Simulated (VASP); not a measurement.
Runs of VASP 6.6.1 on Ga3SbAs2. The structure is that of space group P3m1 (No. 156), or close to it. The cells are those of the table. 

```tsv
cell	k mesh	gap on the mesh (eV)	pressure (GPa)	largest force (eV/Å)
a = 4.178, b = 4.178, c = 10.239 Å, angles 90.0, 90.0, 120.0°, 6 atoms	6 × 6 × 2	none	0.2	(b)
a = 4.135, b = 4.135, c = 10.139 Å, angles 90.0, 90.0, 120.0°, 6 atoms	12 × 12 × 4	none	1.9	0.01
a = 4.000, b = 4.000, c = 9.829 Å, angles 90.0, 90.0, 120.0°, 6 atoms	12 × 12 × 4	none	9.5	0.01
a = 4.091, b = 4.091, c = 10.038 Å, angles 90.0, 90.0, 120.0°, 6 atoms	12 × 12 × 4	none	4.0	0.01
a = 4.046, b = 4.046, c = 9.935 Å, angles 90.0, 90.0, 120.0°, 6 atoms	12 × 12 × 4	none	(a)	0.01
```

Alike in all rows: task single point; level PBE; potentials or basis VASP PAW PBE potentials, release 64 (Ga_d, Sb, As); no spin polarisation; cutoff (eV) 520; smearing gaussian 0.1 eV.

Task: Fill in the values left out.

Result: (a) 6.5; (b) 0.05.

Caveats: spin-orbit coupling is left out, which moves the levels of the heavy elements.

A k mesh can miss the band edges, and the runs leave out spin-orbit coupling on As, Ga, Sb.

A gap of «none» marks levels without a gap at the run's occupations.
